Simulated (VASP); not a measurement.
# GaN (Fm-3m) in VASP: a series of runs, part 2 of 2

VASP 6.6.1.

### Step 3. Single point, revPBE+D4 (volume scaled by 1.04)

INCAR reads:

```
  PREC = Accurate
  ENCUT = 520
  EDIFF = 1E-7
  ISMEAR = 0
  SIGMA = 0.05
  LREAL = False
  LASPH = True
  NELM = 100
  ALGO = Normal
  ISIF = 2
  LWAVE = False
  LCHARG = False
  GGA = RE
  IVDW = 13
  NBANDS = 16
```

KPOINTS reads:

```
regular mesh
0
Gamma
  10 10 10
```

POSCAR reads:

```
GaN
1.0
    0.0000000000      2.1253475521      2.1253475521
    2.1253475521      0.0000000000      2.1253475521
    2.1253475521      2.1253475521      0.0000000000
Ga N
1 1
Direct
    0.5000000000      0.5000000000      0.5000000000
    0.0000000000      0.0000000000      0.0000000000
```

Potentials or basis: VASP PAW PBE potentials, release 64 (Ga_d, N).

The run is started by

```bash
$ cat potpaw_PBE.64/Ga_d/POTCAR potpaw_PBE.64/N/POTCAR > POTCAR
$ mpirun -np 1 vasp_std > vasp.out
```

OUTCAR:

```text
PREC = Accurate
   ENCUT = 520
   EDIFF = 1E-7
   ISMEAR = 0
   LREAL = False
   LASPH = True
   NELM = 100
   ISIF = 2
   GGA = RE
   IVDW = 13

 ion  position               nearest neighbor table
   1  0.500  0.500  0.500-   2 2.13   2 2.13   2 2.13   2 2.13   2 2.13   2 2.13
   2  0.000  0.000  0.000-   1 2.13   1 2.13   1 2.13   1 2.13   1 2.13   1 2.13

  LATTYP: Found a face centered cubic cell.
 ALAT       =     4.2506951042

  Lattice vectors:

 A1 = (   0.0000000000,   2.1253475521,   2.1253475521)
 A2 = (   2.1253475521,   0.0000000000,   2.1253475521)
 A3 = (   2.1253475521,   2.1253475521,   0.0000000000)

Analysis of symmetry for initial positions (statically):
=====================================================================
 Subroutine PRICEL returns:
 Original cell was already a primitive cell.

 Routine SETGRP: Setting up the symmetry group for a
 face centered cubic supercell.

 Subroutine GETGRP returns: Found 48 space group operations
 (whereof 48 operations were pure point group operations)
 out of a pool of 48 trial point group operations.

The static configuration has the point symmetry O_h .

Analysis of symmetry for dynamics (positions and initial velocities):
=====================================================================
 Subroutine PRICEL returns:
 Original cell was already a primitive cell.

 Routine SETGRP: Setting up the symmetry group for a
 face centered cubic supercell.

 Subroutine GETGRP returns: Found 48 space group operations
 (whereof 48 operations were pure point group operations)
 out of a pool of 48 trial point group operations.

The dynamic configuration has the point symmetry O_h .

 Subroutine INISYM returns: Found 48 space group operations
 (whereof 48 operations are pure point group operations),
 and found     1 'primitive' translations

----------------------------------------------------------------------------------------

                                     Primitive cell

  volume of cell :      19.2008

  direct lattice vectors                    reciprocal lattice vectors
     0.000000000  2.125347552  2.125347552    -0.235255641  0.235255641  0.235255641
     2.125347552  0.000000000  2.125347552     0.235255641 -0.235255641  0.235255641
     2.125347552  2.125347552  0.000000000     0.235255641  0.235255641 -0.235255641

  length of vectors
     3.005695333  3.005695333  3.005695333     0.407474722  0.407474722  0.407474722

  position of ions in fractional coordinates (direct lattice)
     0.500000000  0.500000000  0.500000000
     0.000000000  0.000000000  0.000000000

  ion indices of the primitive-cell ions
   primitive index   ion index
                 1           1
                 2           2

----------------------------------------------------------------------------------------

 KPOINTS: regular mesh

Automatic generation of k-mesh.
 Grid dimensions read from file:
 generate k-points for:   10   10   10

 Generating k-lattice:

  Cartesian coordinates                     Fractional coordinates (reciprocal lattice)
    -0.023525564  0.023525564  0.023525564     0.100000000  0.000000000  0.000000000
     0.023525564 -0.023525564  0.023525564     0.000000000  0.100000000  0.000000000
     0.023525564  0.023525564 -0.023525564     0.000000000  0.000000000  0.100000000

  Length of vectors
     0.040747472  0.040747472  0.040747472

  Shift w.r.t. Gamma in fractional coordinates (k-lattice)
     0.000000000  0.000000000  0.000000000

 Subroutine IBZKPT returns following result:
 ===========================================

 Found     47 irreducible k-points:

 Following reciprocal coordinates:
            Coordinates               Weight
  0.000000  0.000000  0.000000      1.000000
  0.100000  0.000000  0.000000      8.000000
  0.200000  0.000000  0.000000      8.000000
  0.300000  0.000000  0.000000      8.000000
  0.400000  0.000000  0.000000      8.000000
  0.500000  0.000000  0.000000      4.000000
[... 16 lines left out ...]
  0.300000  0.300000  0.000000      6.000000
  0.400000  0.300000  0.000000     24.000000
 [... further k-points ...]
   k-points           NKPTS =     47   k-points in BZ     NKDIM =     47   number of bands    NBANDS=     16
   number of dos      NEDOS =    301   number of ions     NIONS =      2
   total plane-waves  NPLWV =  13824
   dimension x,y,z NGX =    24 NGY =   24 NGZ =   24
   dimension x,y,z NGXF=    48 NGYF=   48 NGZF=   48
   ions per type =               1   1
   NGX,Y,Z   is equivalent  to a cutoff of  13.27, 13.27, 13.27 a.u.
   NGXF,Y,Z  is equivalent  to a cutoff of  26.55, 26.55, 26.55 a.u.
 SYSTEM =  unknown system
   PREC   = accura    normal or accurate (medium, high low for compatibility)
   ISTART =      0    job   : 0-new  1-cont  2-samecut
   ICHARG =      2    charge: 1-file 2-atom 10-const
   ISPIN  =      1    spin polarized calculation?
   LNONCOLLINEAR =      F non collinear calculations
   LSORBIT =      F    spin-orbit coupling
   LASPH  =      T    aspherical Exc in radial PAW
   ENCUT  =  520.0 eV  38.22 Ry    6.18 a.u.   5.59  5.59  5.59*2*pi/ulx,y,z
   NELM   =    100;   NELMIN=  2; NELMDL= -5     # of ELM steps
   EDIFF  = 0.1E-06   stopping-criterion for ELM
   LREAL  =      F    real-space projection
   EDIFFG = 0.1E-05   stopping-criterion for IOM
   NSW    =      0    number of steps for IOM
   IBRION =     -1    ionic relax: 0-MD 1-quasi-New 2-CG
   NFREE  =      0    steps in history (QN), initial steepest desc. (CG)
   ISIF   =      2    stress and relaxation
   ISYM   =      2    0-nonsym 1-usesym 2-fastsym
   POTIM  = 0.5000    time-step for ionic-motion
   TEBEG  =    0.0;   TEEND  =   0.0 temperature during run
   PSTRESS=    0.0 pullay stress
   NELECT =      18.0000    total number of electrons
   NUPDOWN=      -1.0000    fix difference up-down
   EMIN   =  10.00;   EMAX   =-10.00  energy-range for DOS
   EFERMI =   0.00;   METHOD = LEGACY
   ISMEAR =     0;   SIGMA  =   0.05  broadening in eV -4-tet -1-fermi 0-gaus
   EFERMI_NEDOS =   21; number of points for ismear=-14 and -15
   IALGO  =     38    algorithm
   IMIX   =      4    mixing-type and parameters
     AMIX     =   0.40;   BMIX     =  1.00
     AMIX_MAG =   1.60;   BMIX_MAG =  1.00
  volume/ion in A,a.u.               =       9.60        64.79
  Fermi-wavevector in a.u.,A,eV,Ry     =   1.602233  3.027782 34.928210  2.567151
  Thomas-Fermi vector in A             =   2.699086
   LORBIT       =      0    0 simple, 1 ext, 2 COOP (PROOUT), +10 PAW based schemes
   GGA     = RE    functional components
   LHFCALC =     F    Hartree Fock is set to
   AEXX    =    0.0000 exact exchange contribution
   IVDW    =    13    specifies the selected vdW correction
   LEPSILON=     F    determine dielectric tensor
   LRPA    =     F    only Hartree local field effects (RPA)
 non-spin polarized calculation
 Gauss-broadening in eV      SIGMA  =   0.05
  energy-cutoff  :      520.00
  volume of cell :       19.20
 maximum number of plane-waves:       534
 NGX is ok and might be reduce to    24
   NGX = 11   NGY = 11   NGZ = 11

 number of electron      18.0000008 magnetization

 Free energy of the ion-electron system (eV)
  ---------------------------------------------------
  ext. energy  EPLUGINS =         0.00000000
  ---------------------------------------------------
  free energy    TOTEN  =       -10.47423736 eV

  energy without entropy =      -10.47423736  energy(sigma->0) =      -10.47423736

 E-fermi :   7.9861     XC(G=0): -12.8659

 val. band max:        7.7533147419   @ k =  -0.2000   0.2000   0.0000
 cond. band min:       8.3378608738   @ k =   0.5000   0.5000   0.0000
 fundamental gap:      0.5845461319
 Fermi energy:         7.9860971812

 k-point     1 :       0.0000    0.0000    0.0000
  band No.  band energies     occupation
      1      -9.3802      2.00000
      2      -6.2211      2.00000
      3      -6.2211      2.00000
      4      -6.2211      2.00000
      5      -6.1313      2.00000
      6      -6.1313      2.00000
[... 8 lines left out ...]
     15      23.4467      0.00000
     16      23.4467      0.00000
[... 419 lines left out ...]
 k-point    24 :       0.4000    0.3000    0.0000
  band No.  band energies     occupation
      1      -7.8153      2.00000
      2      -6.3460      2.00000
      3      -6.0938      2.00000
      4      -6.0470      2.00000
      5      -5.9993      2.00000
      6      -4.9693      2.00000
[... 8 lines left out ...]
     15      32.3208      0.00000
     16      33.7215      0.00000

 [... further k-points ...]

------------------------ aborting loop because EDIFF is reached ----------------------------------------

  DFT-D4 for vdW energy calculation

  Edisp (eV):   -1.66398

  FORCE on cell =-STRESS in cart. coord.  units (eV):
  Direction    XX          YY          ZZ          XY          YZ          ZX
  --------------------------------------------------------------------------------------
  -------------------------------------------------------------------------------------
  Total      -0.90819    -0.90819    -0.90819     0.00000     0.00000    -0.00000
  in kB     -75.78235   -75.78235   -75.78235     0.00000     0.00000    -0.00000
  external pressure =      -75.78 kB  Pullay stress =        0.00 kB

 VOLUME and BASIS-vectors are now :
 -----------------------------------------------------------------------------
  energy-cutoff  :      520.00
  volume of cell :       19.20
      direct lattice vectors                 reciprocal lattice vectors
     0.000000000  2.125347552  2.125347552    -0.235255641  0.235255641  0.235255641
     2.125347552  0.000000000  2.125347552     0.235255641 -0.235255641  0.235255641
     2.125347552  2.125347552  0.000000000     0.235255641  0.235255641 -0.235255641

 POSITION                                       TOTAL-FORCE (eV/Angst)
 -----------------------------------------------------------------------------------
      2.12535      2.12535      2.12535        -0.000000      0.000000     -0.000000
      0.00000      0.00000      0.00000         0.000000     -0.000000      0.000000
 -----------------------------------------------------------------------------------
    total drift:                                0.000000     -0.000000      0.000000

  FREE ENERGIE OF THE ION-ELECTRON SYSTEM (eV)
  ---------------------------------------------------
  free  energy   TOTEN  =       -12.1382220855 eV

  energy  without entropy=      -12.1382220855  energy(sigma->0) =      -12.13822209
```

stdout:

```text
POSCAR found type information on POSCAR GaN
 POSCAR found :  2 types and       2 ions
 scaLAPACK will be used
 -----------------------------------------------------------------------------
|                                                                             |
|                                                                             |
|     You enforced a specific xc type in the INCAR file but a different       |
|     I HOPE YOU KNOW WHAT YOU ARE DOING!                                     |
|                                                                             |
 -----------------------------------------------------------------------------

 LDA part: xc-table for (Slater+PW92), standard interpolation
 POSCAR, INCAR and KPOINTS ok, starting setup
 FFT: planning ... GRIDC
 FFT: planning ... GRID_SOFT
 FFT: planning ... GRID
 WAVECAR not read
 entering main loop
```

It took 21 s on 1 thread of Intel Xeon 8259CL, shared host; peak memory 0.15 GiB.

What came out:

* Free energy: -12.1382 eV
* Pressure: -7.6 GPa
* Band gap on the k mesh: 0.58 eV, indirect (least direct gap 2.55 eV)
* Dispersion energy per atom: -0.832 eV

Caveat: the cell differs from its parent crystal (volume scaled by 1.04); the PAW data sets were made with another functional, which shifts forces and pressure a little.

### Step 4. Single point, RPBE+D4

This run uses another cell than the first one, of 9.24 Å³/atom, 0.982 times its volume.

INCAR reads:

```
ALGO = Normal
EDIFF = 1E-6
ENCUT = 520
GGA = RP
ISIF = 2
ISMEAR = 0
IVDW = 13
LASPH = True
LCHARG = True
LELF = True
LREAL = False
LVHAR = True
LWAVE = False
NBANDS = 16
NELM = 80
PREC = Accurate
SIGMA = 0.05
```

KPOINTS reads:

```
k-points
0
Gamma
  10 10 10
```

POSCAR reads:

```
GaN
1.0
    0.0000000000      2.0986531417      2.0986531417
    2.0986531417      0.0000000000      2.0986531417
    2.0986531417      2.0986531417      0.0000000000
Ga N
1 1
Direct
    0.5000000000      0.5000000000      0.5000000000
    0.0000000000      0.0000000000      0.0000000000
```

The run is started by

```bash
$ cat potpaw_PBE.64/Ga_d/POTCAR potpaw_PBE.64/N/POTCAR > POTCAR
$ mpirun -np 1 vasp_std > vasp.out
```

It took 18 s on 1 thread of Intel Xeon 8259CL, shared host; peak memory 0.14 GiB.

Results (log left out):

```yaml
Free_energy: -12.2174 eV
Pressure: 0.7 GPa
Band_gap_on_the_k_mesh: 0.85 eV, indirect (least direct gap 3.03 eV)
Dispersion_energy_per_atom: -0.971 eV
```

Levels at points of the mesh, in eV from the valence-band top:
```
           k point  band 7  band 8  band 9  band 10  band 11  band 12
(0.00, 0.00, 0.00)   -0.50   -0.50   -0.50     2.53    14.87    14.87
(0.50, 0.00, 0.00)   -8.30   -0.15   -0.15     4.84     9.32     9.32
(0.50, 0.50, 0.00)   -7.24   -3.08   -3.08     0.85     7.88    12.25
```

Caveat: the PAW data sets were made with another functional, which shifts forces and pressure a little. A k mesh can miss the band edges.

### Step 5. The runs side by side

| level | cell | gap on the mesh (eV) | pressure (GPa) |
| --- | --- | --- | --- |
| revPBE+D4 | a = 2.986 Å, angles 60.0°, 2 atoms | 0.71 | -3.6 |
| revPBE+D4 | a = 3.006 Å, angles 60.0°, 2 atoms | 0.58 | -7.6 |
| RPBE+D4 | a = 2.968 Å, angles 60.0°, 2 atoms | 0.85 | 0.7 |

Alike in all rows: task single point; potentials or basis VASP PAW PBE potentials, release 64 (Ga_d, N); no spin polarisation; k mesh 10 × 10 × 10; cutoff (eV) 520; smearing gaussian 0.05 eV.

Caveats: the PAW data sets were made with another functional, which shifts forces and pressure a little.

Absolute energies hang on the potentials; compare differences alone.
